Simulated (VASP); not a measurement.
A run of VASP 6.6.1:

File POSCAR:

```
Pt
1.0
    2.0292136926      2.0292136926      0.0000000000
   -2.0292136926      2.0292136926      0.0000000000
    0.0000000000      0.0000000000      3.7589587885
Pt
2
Direct
    0.0000000000      0.0000000000      0.0000000000
    0.5000000000      0.5000000000      0.5000000000
```

INCAR.step1

```
SYSTEM = Pt
PREC = Accurate
ENCUT = 520
ISMEAR = 0
SIGMA = 0.1
LREAL = .False.
LASPH = .True.
NELM = 100
NBANDS = 17
GGA = PE
ALGO = Normal
EDIFF = 1E-4
LWAVE = .True.
LCHARG = .False.
```

Contents of INCAR.step2:

```
SYSTEM = Pt
PREC = Accurate
ENCUT = 520
EDIFF = 1E-7
ISMEAR = 0
SIGMA = 0.1
LREAL = .False.
LASPH = .True.
NELM = 100
ALGO = Normal
ISIF = 2
LWAVE = .False.
LCHARG = .False.
METAGGA = R2SCAN
LMIXTAU = .True.
NBANDS = 17
ISTART = 1
```

Contents of KPOINTS:

```
Automatic mesh
0
Gamma
  18 18 14
  0 0 0
```

Potentials or basis: VASP PAW PBE potentials, release 64 (Pt).

Run with:

```sh
$ cat potpaw_PBE.64/Pt/POTCAR > POTCAR
$ cp INCAR.step1 INCAR
$ mpirun -np 1 vasp_std > vasp.out
$ cp INCAR.step2 INCAR
$ mpirun -np 1 vasp_std > vasp.out
```

Hardware: 1 thread of Intel(R) Xeon(R) 6975P-C (Granite Rapids) (shared host).

Problem. How long does it take, and how much memory?

Solution. Wall time 3.4 min on 1 thread of Intel(R) Xeon(R) 6975P-C (Granite Rapids), with other jobs on the host, peak memory 0.3 GiB. Counts: k points 440.
